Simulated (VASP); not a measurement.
Input of a VASP 6.6.1 run:

INCAR

```
PREC = Accurate ; ENCUT = 520
EDIFF = 1E-6 ; ISMEAR = 0
SIGMA = 0.02 ; LREAL = F
LASPH = T ; NELM = 60
ALGO = Normal ; ISIF = 2
LWAVE = F ; LCHARG = T
GGA = PS ; LELF = T
LVHAR = T ; NBANDS = 16
```

KPOINTS

```
Automatic mesh
0
Gamma
  9 9 6
```

The input POSCAR:

```
MgO
1.0
    3.4947663863      0.0000000000      0.0000000000
   -1.7473831932      3.0265564708      0.0000000000
    0.0000000000      0.0000000000      4.1947132299
Mg O
2 2
Direct
    0.6666666667      0.3333333333      0.7500000000
    0.3333333333      0.6666666667      0.2500000000
    0.6666666667      0.3333333333      0.2500000000
    0.3333333333      0.6666666667      0.7500000000
```

Potentials or basis: VASP PAW PBE potentials, release 64 (Mg, O).

Command:

```bash
$ cat potpaw_PBE.64/Mg/POTCAR potpaw_PBE.64/O/POTCAR > POTCAR
$ mpirun -np 1 vasp_std > vasp.out
```

Q: What does it give for the band gap on the k mesh?

A: 3.27 eV, direct.

Q: What does it give for the pressure?

A: -0.4 GPa.

Stress tensor (GPa, compression positive):
```
-0.40  0.00  0.00
 0.00 -0.40  0.00
 0.00  0.00 -0.48
```

Caveat: the PAW data sets were made with another functional, which shifts forces and pressure a little.
